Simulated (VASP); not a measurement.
# CuO (Cccm) in VASP: single point with PBE+U

Aim: the single point of CuO with PBE+U.

All numbers are computed with VASP 6.6.1; they aren't measurements. Logs are shortened: lines on timing, memory, paths and dates and some standing lists are left out, and cuts for length are marked.

## (1) The cell of the first run

Symmetry: Cccm, No. 66, orthorhombic system. Conventional cell: a = 4.178 Å, b = 4.203 Å, c = 5.174 Å, α = 90.00°, β = 90.00°, γ = 90.00°. Within 2.6 Å of Cu (site symmetry 2/m) lie 4 O at 1.97 Å. O (site symmetry 222) has 4 Cu at 1.97 Å and 2 O at 2.59 Å within 2.6 Å.

## (2) Single point, PBE+U

Input file INCAR:

```
SYSTEM = CuO
  PREC = Accurate
  ENCUT = 520
  EDIFF = 1E-7
  ISMEAR = 0
  SIGMA = 0.1
  LREAL = .False.
  LASPH = .True.
  NELM = 150
  ALGO = Normal
  ISIF = 2
  LWAVE = .False.
  LCHARG = .False.
  LMAXMIX = 4
  LDAU = .True.
  LDAUTYPE = 2
  LDAUL = 2 -1
  LDAUU = 4 0
  LDAUJ = 0 0
  LDAUPRINT = 1
  GGA = PE
  NBANDS = 25
```

Input file KPOINTS:

```
regular mesh
0
Gamma
  14 14 8
  0 0 0
```

Input file POSCAR:

```
CuO
1.0
    2.0892279855     -2.1017374875      0.0000000000
    2.0892279855      2.1017374875      0.0000000000
    0.0000000000      0.0000000000      5.1736342611
Cu O
2 2
Direct
    0.0000000000      0.5000000000      0.0000000000
    0.5000000000      0.0000000000      0.5000000000
    0.5000000000      0.5000000000      0.2500000000
    0.5000000000      0.5000000000      0.7500000000
```

Potentials or basis: VASP PAW PBE potentials, release 64 (Cu, O).

Run with:

```bash
> cat potpaw_PBE.64/Cu/POTCAR potpaw_PBE.64/O/POTCAR > POTCAR
> mpirun -np 1 vasp_std > vasp.out
```

OUTCAR:

```text
SYSTEM = CuO
   PREC = Accurate
   ENCUT = 520
   EDIFF = 1E-7
   ISMEAR = 0
   LREAL = .False.
   LASPH = .True.
   NELM = 150
   ISIF = 2
   GGA = PE

 ion  position               nearest neighbor table
   1  0.000  0.500  0.000-   3 1.97   4 1.97   3 1.97   4 1.97
   2  0.500  0.000  0.500-   3 1.97   4 1.97   3 1.97   4 1.97
   3  0.500  0.500  0.250-   1 1.97   2 1.97   2 1.97   1 1.97
   4  0.500  0.500  0.750-   1 1.97   2 1.97   2 1.97   1 1.97

  LATTYP: Found a base centered orthorhombic cell.
 ALAT       =     4.1784559710
 B/A-ratio  =     1.0059876194
 C/A-ratio  =     1.2381689067

  Lattice vectors:

 A1 = (   2.0892279855,  -2.1017374875,   0.0000000000)
 A2 = (   2.0892279855,   2.1017374875,   0.0000000000)
 A3 = (   0.0000000000,   0.0000000000,   5.1736342611)

Analysis of symmetry for initial positions (statically):
=====================================================================
 Subroutine PRICEL returns:
 Original cell was already a primitive cell.

 Routine SETGRP: Setting up the symmetry group for a
 base centered orthorhombic supercell.

 Subroutine GETGRP returns: Found  8 space group operations
 (whereof  4 operations were pure point group operations)
 out of a pool of  8 trial point group operations.

The static configuration has the point symmetry C_2h.
 The point group associated with its full space group is D_2h.

Analysis of symmetry for dynamics (positions and initial velocities):
=====================================================================
 Subroutine PRICEL returns:
 Original cell was already a primitive cell.

 Routine SETGRP: Setting up the symmetry group for a
 base centered orthorhombic supercell.

 Subroutine GETGRP returns: Found  8 space group operations
 (whereof  4 operations were pure point group operations)
 out of a pool of  8 trial point group operations.

The dynamic configuration has the point symmetry C_2h.
 The point group associated with its full space group is D_2h.

 Subroutine INISYM returns: Found  8 space group operations
 (whereof  4 operations are pure point group operations),
 and found     1 'primitive' translations

----------------------------------------------------------------------------------------

                                     Primitive cell

  volume of cell :      45.4349

  direct lattice vectors                    reciprocal lattice vectors
     2.089227985 -2.101737487  0.000000000     0.239322852 -0.237898407  0.000000000
     2.089227985  2.101737487  0.000000000     0.239322852  0.237898407  0.000000000
     0.000000000  0.000000000  5.173634261     0.000000000  0.000000000  0.193287726

  length of vectors
     2.963473307  2.963473307  5.173634261     0.337447892  0.337447892  0.193287726

  position of ions in fractional coordinates (direct lattice)
     0.000000000  0.500000000  0.000000000
     0.500000000  0.000000000  0.500000000
     0.500000000  0.500000000  0.250000000
     0.500000000  0.500000000  0.750000000

  ion indices of the primitive-cell ions
   primitive index   ion index
                 1           1
                 2           2
                 3           3
                 4           4

----------------------------------------------------------------------------------------

 KPOINTS: regular mesh

Automatic generation of k-mesh.
 Grid dimensions read from file:
 generate k-points for:   14   14    8

 Generating k-lattice:

  Cartesian coordinates                     Fractional coordinates (reciprocal lattice)
[... 96 lines left out ...]
 Gauss-broadening in eV      SIGMA  =   0.10
  energy-cutoff  :      520.00
  volume of cell :       45.43
 maximum number of plane-waves:      1242
 NGX is ok and might be reduce to    24
   NGX = 11   NGY = 11   NGZ = 19

atom =   1  type =  1  l = 2

 onsite density matrix

spin component  1

  0.9440  0.0000  0.0144  0.0000 -0.0000
  0.0000  0.8761  0.0000  0.0859  0.0000
  0.0144  0.0000  0.9675  0.0000  0.0000
  0.0000  0.0859  0.0000  0.8771  0.0000
 -0.0000  0.0000  0.0000  0.0000  0.9627

spin component  2

  0.9440  0.0000  0.0144  0.0000 -0.0000
  0.0000  0.8761  0.0000  0.0859  0.0000
  0.0144  0.0000  0.9675  0.0000  0.0000
  0.0000  0.0859  0.0000  0.8771  0.0000
 -0.0000  0.0000  0.0000  0.0000  0.9627

 occupancies and eigenvectors

  o =  0.7906  v =  0.0000 -0.7091 -0.0000  0.7051 -0.0000  0.0000  0.0000  0.0000  0.0000  0.0000      0.0000  0.0000  0.0000  0.0000  0.0000  0.0000  0.0000  0.0000  0.0000  0.0000
  o =  0.7906  v =  0.0000  0.0000  0.0000  0.0000  0.0000  0.0000 -0.7091 -0.0000  0.7051 -0.0000      0.0000  0.0000  0.0000  0.0000  0.0000  0.0000  0.0000  0.0000  0.0000  0.0000
  o =  0.9372  v =  0.9034 -0.0000 -0.4289 -0.0000  0.0015  0.0000  0.0000  0.0000  0.0000  0.0000      0.0000  0.0000  0.0000  0.0000  0.0000  0.0000  0.0000  0.0000  0.0000  0.0000
  o =  0.9372  v =  0.0000  0.0000  0.0000  0.0000  0.0000  0.9034 -0.0000 -0.4289 -0.0000  0.0015      0.0000  0.0000  0.0000  0.0000  0.0000  0.0000  0.0000  0.0000  0.0000  0.0000
  o =  0.9625  v =  0.0000  0.7051  0.0000  0.7091  0.0000  0.0000  0.0000  0.0000  0.0000  0.0000      0.0000  0.0000  0.0000  0.0000  0.0000  0.0000  0.0000  0.0000  0.0000  0.0000
  o =  0.9625  v =  0.0000  0.0000  0.0000  0.0000  0.0000  0.0000  0.7051  0.0000  0.7091  0.0000      0.0000  0.0000  0.0000  0.0000  0.0000  0.0000  0.0000  0.0000  0.0000  0.0000
  o =  0.9627  v =  0.0000  0.0000  0.0000  0.0000  0.0000  0.0019  0.0000  0.0004  0.0000 -1.0000      0.0000  0.0000  0.0000  0.0000  0.0000  0.0000  0.0000  0.0000  0.0000  0.0000
  o =  0.9627  v =  0.0019  0.0000  0.0004  0.0000 -1.0000  0.0000  0.0000  0.0000  0.0000  0.0000      0.0000  0.0000  0.0000  0.0000  0.0000  0.0000  0.0000  0.0000  0.0000  0.0000
  o =  0.9743  v =  0.0000  0.0000  0.0000  0.0000  0.0000 -0.4289  0.0000 -0.9034  0.0000 -0.0012      0.0000  0.0000  0.0000  0.0000  0.0000  0.0000  0.0000  0.0000  0.0000  0.0000
  o =  0.9743  v = -0.4289  0.0000 -0.9034  0.0000 -0.0012  0.0000  0.0000  0.0000  0.0000  0.0000      0.0000  0.0000  0.0000  0.0000  0.0000  0.0000  0.0000  0.0000  0.0000  0.0000

atom =   2  type =  1  l = 2

 onsite density matrix

spin component  1

  0.9440  0.0000 -0.0144  0.0000  0.0000
  0.0000  0.8761  0.0000 -0.0859  0.0000
 -0.0144  0.0000  0.9675  0.0000  0.0000
  0.0000 -0.0859  0.0000  0.8771  0.0000
  0.0000  0.0000  0.0000  0.0000  0.9627

spin component  2

  0.9440  0.0000 -0.0144  0.0000  0.0000
  0.0000  0.8761  0.0000 -0.0859  0.0000
 -0.0144  0.0000  0.9675  0.0000  0.0000
  0.0000 -0.0859  0.0000  0.8771  0.0000
  0.0000  0.0000  0.0000  0.0000  0.9627

 occupancies and eigenvectors

  o =  0.7906  v = -0.0000  0.7091 -0.0000  0.7051  0.0000  0.0000  0.0000  0.0000  0.0000  0.0000      0.0000  0.0000  0.0000  0.0000  0.0000  0.0000  0.0000  0.0000  0.0000  0.0000
  o =  0.7906  v =  0.0000  0.0000  0.0000  0.0000  0.0000 -0.0000  0.7091 -0.0000  0.7051  0.0000      0.0000  0.0000  0.0000  0.0000  0.0000  0.0000  0.0000  0.0000  0.0000  0.0000
  o =  0.9372  v =  0.9034 -0.0000  0.4289  0.0000 -0.0015  0.0000  0.0000  0.0000  0.0000  0.0000      0.0000  0.0000  0.0000  0.0000  0.0000  0.0000  0.0000  0.0000  0.0000  0.0000
  o =  0.9372  v =  0.0000  0.0000  0.0000  0.0000  0.0000  0.9034 -0.0000  0.4289  0.0000 -0.0015      0.0000  0.0000  0.0000  0.0000  0.0000  0.0000  0.0000  0.0000  0.0000  0.0000
  o =  0.9625  v = -0.0000 -0.7051  0.0000  0.7091 -0.0000  0.0000  0.0000  0.0000  0.0000  0.0000      0.0000  0.0000  0.0000  0.0000  0.0000  0.0000  0.0000  0.0000  0.0000  0.0000
  o =  0.9625  v =  0.0000  0.0000  0.0000  0.0000  0.0000 -0.0000 -0.7051  0.0000  0.7091 -0.0000      0.0000  0.0000  0.0000  0.0000  0.0000  0.0000  0.0000  0.0000  0.0000  0.0000
  o =  0.9627  v =  0.0000  0.0000  0.0000  0.0000  0.0000 -0.0019  0.0000  0.0004 -0.0000 -1.0000      0.0000  0.0000  0.0000  0.0000  0.0000  0.0000  0.0000  0.0000  0.0000  0.0000
  o =  0.9627  v = -0.0019  0.0000  0.0004 -0.0000 -1.0000  0.0000  0.0000  0.0000  0.0000  0.0000      0.0000  0.0000  0.0000  0.0000  0.0000  0.0000  0.0000  0.0000  0.0000  0.0000
  o =  0.9743  v =  0.0000  0.0000  0.0000  0.0000  0.0000 -0.4289  0.0000  0.9034 -0.0000  0.0012      0.0000  0.0000  0.0000  0.0000  0.0000  0.0000  0.0000  0.0000  0.0000  0.0000
  o =  0.9743  v = -0.4289  0.0000  0.9034 -0.0000  0.0012  0.0000  0.0000  0.0000  0.0000  0.0000      0.0000  0.0000  0.0000  0.0000  0.0000  0.0000  0.0000  0.0000  0.0000  0.0000

 number of electron      34.0000026 magnetization

 Free energy of the ion-electron system (eV)
  ---------------------------------------------------
  ext. energy  EPLUGINS =         0.00000000
  ---------------------------------------------------
  free energy    TOTEN  =       -16.97115972 eV

  energy without entropy =      -16.95931548  energy(sigma->0) =      -16.96523760

 E-fermi :   4.2501     XC(G=0): -11.1132

 val. band max:        4.2475299847   @ k =  -0.2857   0.1429   0.5000
 cond. band min:       4.2529703779   @ k =   0.2143   0.0714   0.1250
 fundamental gap:      0.0054403932
 Fermi energy:         4.2500901257

 k-point     1 :       0.0000    0.0000    0.0000
  band No.  band energies     occupation
      1     -15.1106      2.00000
      2     -13.8434      2.00000
      3      -3.5634      2.00000
      4      -1.1173      2.00000
      5      -1.1056      2.00000
      6       0.0677      2.00000
[... 661 lines left out ...]
     24      17.2527      0.00000
     25      19.1870      0.00000

 [... further k-points ...]

------------------------ aborting loop because EDIFF is reached ----------------------------------------

  FORCE on cell =-STRESS in cart. coord.  units (eV):
  Direction    XX          YY          ZZ          XY          YZ          ZX
  --------------------------------------------------------------------------------------
  -------------------------------------------------------------------------------------
  Total       -0.8345186     -0.8564545     -1.0240016      0.0000000      0.0000000      0.0000000
  in kB      -29.4277167    -30.2012468    -36.1094775      0.0000000      0.0000000      0.0000000
  external PRESSURE =     -31.9128136 kB  Pullay stress =       0.0000000 kB

 VOLUME and BASIS-vectors are now :
 -----------------------------------------------------------------------------
  energy-cutoff  :      520.00
  volume of cell :       45.43
      direct lattice vectors                 reciprocal lattice vectors
     2.089227985 -2.101737487  0.000000000     0.239322852 -0.237898407  0.000000000
     2.089227985  2.101737487  0.000000000     0.239322852  0.237898407  0.000000000
     0.000000000  0.000000000  5.173634261     0.000000000  0.000000000  0.193287726

 POSITION                                       TOTAL-FORCE (eV/Angst)
 -----------------------------------------------------------------------------------
      1.04461      1.05087      0.00000        -0.000000      0.000000      0.000000
      1.04461     -1.05087      2.58682         0.000000      0.000000      0.000000
      2.08923      0.00000      1.29341        -0.000000     -0.000000     -0.000000
      2.08923      0.00000      3.88023        -0.000000     -0.000000      0.000000
 -----------------------------------------------------------------------------------
    total drift:                                0.000000     -0.000000     -0.000000

  FREE ENERGIE OF THE ION-ELECTRON SYSTEM (eV)
  ---------------------------------------------------
  free  energy   TOTEN  =       -16.9711597177 eV

  energy  without entropy=      -16.9593154808  energy(sigma->0) =      -16.96523760
```

Run time: 4 min. Hardware: 1 thread of Intel Xeon 8259CL, shared host; peak memory 0.37 GiB.

Results:

| Item | Value |
| --- | --- |
| Free energy | -16.9712 eV |
| Pressure | -3.2 GPa |
| Band gap on the k mesh | zero (bands 17 and 18 overlap by 1.19 eV) |

Eigenvalues of the final occupation matrices:
```csv
site,spin,trace,eigenvalues
site 1 d,1,4.63,0.79 0.94 0.96 0.96 0.97
site 1 d,2,4.63,0.79 0.94 0.96 0.96 0.97
site 2 d,1,4.63,0.79 0.94 0.96 0.96 0.97
site 2 d,2,4.63,0.79 0.94 0.96 0.96 0.97
```

Caveat: the cell stands under tension; U without spin polarisation on a metal has little footing.
